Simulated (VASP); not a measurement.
# TlAgHg2 (I-4m2) in VASP: single point with PBE

Aim: the single point of TlAgHg2 with PBE.

All numbers are computed with VASP 6.6.1; they aren't measurements. Logs are shortened: lines on timing, memory, paths and dates and some standing lists are left out, and cuts for length are marked.

**1. The cell of the first run**

It takes space group I-4m2 (No. 119, tetragonal). The conventional cell has a = 3.784 Å, b = 3.784 Å, c = 14.693 Å, α = 90.00°, β = 90.00°, γ = 90.00°. Within 3.4 Å of Ag (site symmetry -4m2) lie 4 Hg at 2.58 Å. Within 4.3 Å of Tl (site symmetry -4m2) lie 8 Hg at 3.30 Å and 4 Tl at 3.78 Å and 4 Ag at 4.13 Å. Hg (site symmetry 2mm) has 2 Ag at 2.58 Å and 4 Tl at 3.30 Å within 3.4 Å.

**2. Single point, PBE**

INCAR

```
PREC = Accurate ; ENCUT = 520
EDIFF = 1E-7 ; ISMEAR = -1
SIGMA = 0.1443 ; LREAL = False
LASPH = True ; NELM = 80
ALGO = Normal ; ISIF = 2
LWAVE = False ; LCHARG = False
GGA = PE ; NBANDS = 32
```

KPOINTS

```
regular mesh
0
Gamma
  9 9 9
```

POSCAR

```
TlAgHg2
1.0
    0.0000000000      3.7843110000      0.0000000000
    3.7843110000      0.0000000000      0.0000000000
    1.8921560000      1.8921560000     -7.3465840000
Ag Tl Hg
1 1 2
Direct
    0.7500000000      0.2500000000      0.5000000000
    0.0000000000      0.0000000000      0.0000000000
    0.3690000000      0.3690000000      0.2620000000
    0.6310000000      0.6310000000      0.7380000000
```

Potentials or basis: VASP PAW PBE potentials, release 64 (Ag, Tl_d, Hg).

Launch:

```sh
$ cat potpaw_PBE.64/Ag/POTCAR potpaw_PBE.64/Tl_d/POTCAR potpaw_PBE.64/Hg/POTCAR > POTCAR
$ mpirun -np 1 vasp_std > vasp.out
```

OUTCAR:

```text
PREC = Accurate
   ENCUT = 520
   EDIFF = 1E-7
   ISMEAR = -1
   LREAL = False
   LASPH = True
   NELM = 80
   ISIF = 2
   GGA = PE

 ion  position               nearest neighbor table
   1  0.750  0.250  0.500-   3 2.58   4 2.58   4 2.58   3 2.58
   2  0.000  0.000  0.000-   4 3.30   3 3.30   4 3.30   3 3.30   3 3.30   4 3.30   4 3.30   3 3.30

   3  0.369  0.369  0.262-   1 2.58   1 2.58   2 3.30   2 3.30   2 3.30   2 3.30   4 3.85
   4  0.631  0.631  0.738-   1 2.58   1 2.58   2 3.30   2 3.30   2 3.30   2 3.30   3 3.85

  LATTYP: Found a body centered tetragonal cell.
 ALAT       =     3.7843110000
 C/A-ratio  =     3.8826534077

  Lattice vectors:

 A1 = (  -1.8921560000,   1.8921550000,   7.3465840000)
 A2 = (   1.8921550000,  -1.8921560000,   7.3465840000)
 A3 = (   1.8921560000,   1.8921560000,  -7.3465840000)

Analysis of symmetry for initial positions (statically):
=====================================================================
 Subroutine PRICEL returns:
 Original cell was already a primitive cell.

 Routine SETGRP: Setting up the symmetry group for a
 body centered tetragonal supercell.

 Subroutine GETGRP returns: Found  8 space group operations
 (whereof  8 operations were pure point group operations)
 out of a pool of 16 trial point group operations.

The static configuration has the point symmetry D_2d.

Analysis of symmetry for dynamics (positions and initial velocities):
=====================================================================
 Subroutine PRICEL returns:
 Original cell was already a primitive cell.

 Routine SETGRP: Setting up the symmetry group for a
 body centered tetragonal supercell.

 Subroutine GETGRP returns: Found  8 space group operations
 (whereof  8 operations were pure point group operations)
 out of a pool of 16 trial point group operations.

The dynamic configuration has the point symmetry D_2d.

 Subroutine INISYM returns: Found  8 space group operations
 (whereof  8 operations are pure point group operations),
 and found     1 'primitive' translations

----------------------------------------------------------------------------------------

                                     Primitive cell

  volume of cell :     105.2105

  direct lattice vectors                    reciprocal lattice vectors
     0.000000000  3.784311000  0.000000000     0.000000000  0.264248895  0.068058860
     3.784311000  0.000000000  0.000000000     0.264248895  0.000000000  0.068058860
     1.892156000  1.892156000 -7.346584000     0.000000000  0.000000000 -0.136117684

  length of vectors
     3.784311000  3.784311000  7.818747030     0.272872657  0.272872657  0.136117684

  position of ions in fractional coordinates (direct lattice)
     0.750000000  0.250000000  0.500000000
     0.000000000  0.000000000  0.000000000
     0.369000000  0.369000000  0.262000000
     0.631000000  0.631000000  0.738000000

  ion indices of the primitive-cell ions
   primitive index   ion index
                 1           1
                 2           2
                 3           3
                 4           4

----------------------------------------------------------------------------------------

 KPOINTS: regular mesh

Automatic generation of k-mesh.
 Grid dimensions read from file:
 generate k-points for:    9    9    9

 Generating k-lattice:

  Cartesian coordinates                     Fractional coordinates (reciprocal lattice)
     0.000000000  0.029360988  0.007562096     0.111111111  0.000000000  0.000000000
     0.029360988  0.000000000  0.007562096     0.000000000  0.111111111  0.000000000
     0.000000000  0.000000000 -0.015124187     0.000000000  0.000000000  0.111111111

  Length of vectors
     0.030319184  0.030319184  0.015124187

  Shift w.r.t. Gamma in fractional coordinates (k-lattice)
     0.000000000  0.000000000  0.000000000

 Subroutine IBZKPT returns following result:
 ===========================================

 Found     75 irreducible k-points:

 Following reciprocal coordinates:
            Coordinates               Weight
  0.000000  0.000000  0.000000      1.000000
  0.111111  0.000000  0.000000      8.000000
  0.222222  0.000000 -0.000000      8.000000
  0.333333  0.000000 -0.000000      8.000000
  0.444444  0.000000 -0.000000      8.000000
  0.111111  0.111111  0.000000      8.000000
[... 16 lines left out ...]
 -0.333333  0.333333  0.000000      4.000000
  0.444444  0.444444 -0.000000      8.000000
 [... further k-points ...]
   k-points           NKPTS =     75   k-points in BZ     NKDIM =     75   number of bands    NBANDS=     32
   number of dos      NEDOS =    301   number of ions     NIONS =      4
   total plane-waves  NPLWV =  47040
   dimension x,y,z NGX =    28 NGY =   28 NGZ =   60
   dimension x,y,z NGXF=    56 NGYF=   56 NGZF=  120
   ions per type =               1   1   2
   NGX,Y,Z   is equivalent  to a cutoff of  12.30, 12.30, 12.76 a.u.
   NGXF,Y,Z  is equivalent  to a cutoff of  24.60, 24.60, 25.51 a.u.
 SYSTEM =  unknown system
   PREC   = accura    normal or accurate (medium, high low for compatibility)
   ISTART =      0    job   : 0-new  1-cont  2-samecut
   ICHARG =      2    charge: 1-file 2-atom 10-const
   ISPIN  =      1    spin polarized calculation?
   LNONCOLLINEAR =      F non collinear calculations
   LSORBIT =      F    spin-orbit coupling
   LASPH  =      T    aspherical Exc in radial PAW
   ENCUT  =  520.0 eV  38.22 Ry    6.18 a.u.   7.04  7.04 14.54*2*pi/ulx,y,z
   NELM   =     80;   NELMIN=  2; NELMDL= -5     # of ELM steps
   EDIFF  = 0.1E-06   stopping-criterion for ELM
   LREAL  =      F    real-space projection
   EDIFFG = 0.1E-05   stopping-criterion for IOM
   NSW    =      0    number of steps for IOM
   IBRION =     -1    ionic relax: 0-MD 1-quasi-New 2-CG
   NFREE  =      0    steps in history (QN), initial steepest desc. (CG)
   ISIF   =      2    stress and relaxation
   ISYM   =      2    0-nonsym 1-usesym 2-fastsym
   POTIM  = 0.5000    time-step for ionic-motion
   TEBEG  =    0.0;   TEEND  =   0.0 temperature during run
   PSTRESS=    0.0 pullay stress
   NELECT =      48.0000    total number of electrons
   NUPDOWN=      -1.0000    fix difference up-down
   EMIN   =  10.00;   EMAX   =-10.00  energy-range for DOS
   EFERMI =   0.00;   METHOD = LEGACY
   ISMEAR =    -1;   SIGMA  =   0.14  broadening in eV -4-tet -1-fermi 0-gaus
   EFERMI_NEDOS =   21; number of points for ismear=-14 and -15
   IALGO  =     38    algorithm
   IMIX   =      4    mixing-type and parameters
     AMIX     =   0.40;   BMIX     =  1.00
     AMIX_MAG =   1.60;   BMIX_MAG =  1.00
  volume/ion in A,a.u.               =      26.30       177.50
  Fermi-wavevector in a.u.,A,eV,Ry     =   1.260285  2.381594 21.610393  1.588319
  Thomas-Fermi vector in A             =   2.393803
   LORBIT       =      0    0 simple, 1 ext, 2 COOP (PROOUT), +10 PAW based schemes
   GGA     = PE    functional components
   LHFCALC =     F    Hartree Fock is set to
   AEXX    =    0.0000 exact exchange contribution
   IVDW    =     0    specifies the selected vdW correction
   LEPSILON=     F    determine dielectric tensor
   LRPA    =     F    only Hartree local field effects (RPA)
 non-spin polarized calculation
  energy-cutoff  :      520.00
  volume of cell :      105.21
 maximum number of plane-waves:      2848
   NGX = 15   NGY = 15   NGZ = 29

 number of electron      48.0000006 magnetization

 Free energy of the ion-electron system (eV)
  ---------------------------------------------------
  ext. energy  EPLUGINS =         0.00000000
  ---------------------------------------------------
  free energy    TOTEN  =        -4.23123015 eV

  energy without entropy =       -4.11722703  energy(sigma->0) =       -4.17422859

 E-fermi :   4.0136     XC(G=0): -10.1310

 val. band max:        4.0028083381   @ k =  -0.1111   0.0000   0.4444
 cond. band min:       4.0633761733   @ k =   0.4444   0.3333   0.1111
 fundamental gap:      0.0605678352
 Fermi energy:         4.0136408529

 k-point     1 :       0.0000    0.0000    0.0000
  band No.  band energies     occupation
      1      -7.5497      2.00000
      2      -7.4564      2.00000
      3      -7.3567      2.00000
      4      -7.3567      2.00000
      5      -7.2965      2.00000
      6      -4.8983      2.00000
[... 24 lines left out ...]
     31      12.1980      0.00000
     32      12.6924      0.00000

 k-point     2 :       0.1111    0.0000    0.0000
  band No.  band energies     occupation
      1      -7.5317      2.00000
      2      -7.4426      2.00000
      3      -7.3735      2.00000
      4      -7.3566      2.00000
      5      -7.3083      2.00000
      6      -4.7664      2.00000
[... 24 lines left out ...]
     31      12.6737      0.00000
     32      12.8872      0.00000

 k-point     3 :       0.2222    0.0000   -0.0000
  band No.  band energies     occupation
      1      -7.5019      2.00000
      2      -7.4156      2.00000
      3      -7.3931      2.00000
      4      -7.3565      2.00000
      5      -7.3381      2.00000
      6      -4.4055      2.00000
[... 24 lines left out ...]
     31      11.7679      0.00000
     32      12.8423      0.00000

 k-point     4 :       0.3333    0.0000   -0.0000
  band No.  band energies     occupation
      1      -7.4836      2.00000
      2      -7.4622      2.00000
      3      -7.3715      2.00000
      4      -7.3564      2.00000
      5      -7.3232      2.00000
      6      -3.9881      2.00000
[... 654 lines left out ...]
     31       9.4685      0.00000
     32       9.8239      0.00000

 k-point    23 :      -0.3333    0.3333    0.0000
  band No.  band energies     occupation
      1      -7.4741      2.00000
      2      -7.4479      2.00000
      3      -7.4396      2.00000
      4      -7.3320      2.00000
      5      -7.2709      2.00000
      6      -3.6871      2.00000
[... 24 lines left out ...]
     31      10.4979      0.00000
     32      10.7699      0.00000

 k-point    24 :       0.4444    0.4444   -0.0000
  band No.  band energies     occupation
      1      -7.5327      2.00000
      2      -7.4634      2.00000
      3      -7.4620      2.00000
      4      -7.3069      2.00000
      5      -7.1787      2.00000
      6      -3.6153      2.00000
[... 24 lines left out ...]
     31       8.2046      0.00000
     32       9.1114      0.00000

 [... further k-points ...]

------------------------ aborting loop because EDIFF is reached ----------------------------------------

  FORCE on cell =-STRESS in cart. coord.  units (eV):
  Direction    XX          YY          ZZ          XY          YZ          ZX
  --------------------------------------------------------------------------------------
  -------------------------------------------------------------------------------------
  Total        3.9496687      3.9496687      5.9082166      0.0000000     -0.0000004     -0.0000004
  in kB       60.1467501     60.1467501     89.9721098      0.0000000     -0.0000061     -0.0000061
  external PRESSURE =      70.0885367 kB  Pullay stress =       0.0000000 kB

 VOLUME and BASIS-vectors are now :
 -----------------------------------------------------------------------------
  energy-cutoff  :      520.00
  volume of cell :      105.21
      direct lattice vectors                 reciprocal lattice vectors
     0.000000000  3.784311000  0.000000000     0.000000000  0.264248895  0.068058860
     3.784311000  0.000000000  0.000000000     0.264248895  0.000000000  0.068058860
     1.892156000  1.892156000 -7.346584000     0.000000000  0.000000000 -0.136117684

 POSITION                                       TOTAL-FORCE (eV/Angst)
 -----------------------------------------------------------------------------------
      1.89216      3.78431     -3.67329         0.000000     -0.000000      0.000000
      0.00000      0.00000      0.00000         0.000000     -0.000000      0.000000
      1.89216      1.89216     -1.92481        -0.000000     -0.000000      1.651249
      3.78431      3.78431     -5.42178         0.000000      0.000000     -1.651249
 -----------------------------------------------------------------------------------
    total drift:                                0.000007     -0.000007      0.000000

  FREE ENERGIE OF THE ION-ELECTRON SYSTEM (eV)
  ---------------------------------------------------
  free  energy   TOTEN  =        -4.2312301536 eV

  energy  without entropy=       -4.1172270281  energy(sigma->0) =       -4.17422859
```

It took 3.6 min on 1 thread of Intel Xeon 8259CL, shared host; peak memory 0.39 GiB.

Results:

| Quantity | Value |
| --- | --- |
| Free energy | -4.2312 eV |
| Pressure | 7.0 GPa |
| Largest force | 1.651 eV/Å |
| Band gap on the k mesh | zero (bands 24 and 25 overlap by 4.13 eV) |

Forces in eV/Å, atoms in the order of the input:
```
Ag   0.000  0.000  0.000
Tl   0.000  0.000  0.000
Hg   0.000  0.000  1.651
Hg   0.000  0.000 -1.651
```

Stress tensor (GPa, compression positive):
```
6.01 0.00 0.00
0.00 6.01 0.00
0.00 0.00 9.00
```

Caveat: the cell stands under pressure; spin-orbit coupling is left out, which moves the levels of the heavy elements; forces of over 1 eV/Å act on the atoms, so gaps and moduli don't describe the material at rest.
